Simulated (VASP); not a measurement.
Crystal: BiTe.

```xyz
2
Lattice="3.4675 0.0000 0.0000 -1.7338 3.0030 0.0000 0.0000 0.0000 6.3707" Properties=species:S:1:pos:R:3 pbc="T T T"
Bi    0.0000    0.0000    6.2423
Te    0.0000    0.0000    3.1501
```

```yaml
Program: VASP 6.6.1
Task: relaxation of cell and atoms
Functional: PBE
Potentials_or_basis: VASP PAW PBE potentials, release 64 (Bi_d, Te)
Cutoff: 600 eV
k_mesh: 18 × 18 × 10
Occupations: gaussian, width 0.1 eV
Spin: no spin polarisation
```

At the start: pressure -0.7 GPa; volume 33.17 Å³/atom.

Q: Where does the relaxation end?

A: Over 23 steps the energy falls by 4.9 meV/atom and the volume is 32.48 Å³/atom (-2.1 %); space group P6/mmm (No. 191, to 0.05 Å).

Step by step:
```tsv
step	energy change (eV)	largest force (eV/Å)	pressure (GPa)	volume (Å³)
1	0.0000	0.0543	-0.75	66.34
2	-0.0060	0.0728	0.28	64.85
3	-0.0060	0.0733	0.28	64.79
4	-0.0079	0.0527	0.11	65.00
5	-0.0080	0.0481	0.05	65.06
6	-0.0082	0.0432	-0.01	65.16
7	-0.0085	0.0294	-0.31	65.47
8	-0.0086	0.0278	-0.31	65.45
9	-0.0088	0.0256	-0.29	65.40
10	-0.0091	0.0194	-0.24	65.31
11	-0.0093	0.0065	-0.08	65.11
12	-0.0093	0.0129	-0.12	65.18
13	-0.0095	0.0114	-0.11	65.08
14	-0.0098	0.0094	0.13	64.79
15	-0.0098	0.0100	0.12	64.84
16	-0.0098	0.0104	0.08	64.89
17	-0.0098	0.0093	0.07	64.87
18	-0.0098	0.0093	0.08	64.85
19	-0.0098	0.0083	0.08	64.85
20	-0.0098	0.0089	0.06	64.92
21	-0.0098	0.0073	-0.07	65.05
22	-0.0098	0.0084	-0.04	64.98
23	-0.0098	0.0093	-0.01	64.96
```

Final structure:
```xyz
2
Lattice="3.4171 0.0000 0.0000 -1.7086 2.9593 0.0000 0.0000 0.0000 6.4237" Properties=species:S:1:pos:R:3 pbc="T T T"
Bi    0.0000    0.0000    6.3343
Te    0.0000    0.0000    3.1363
```
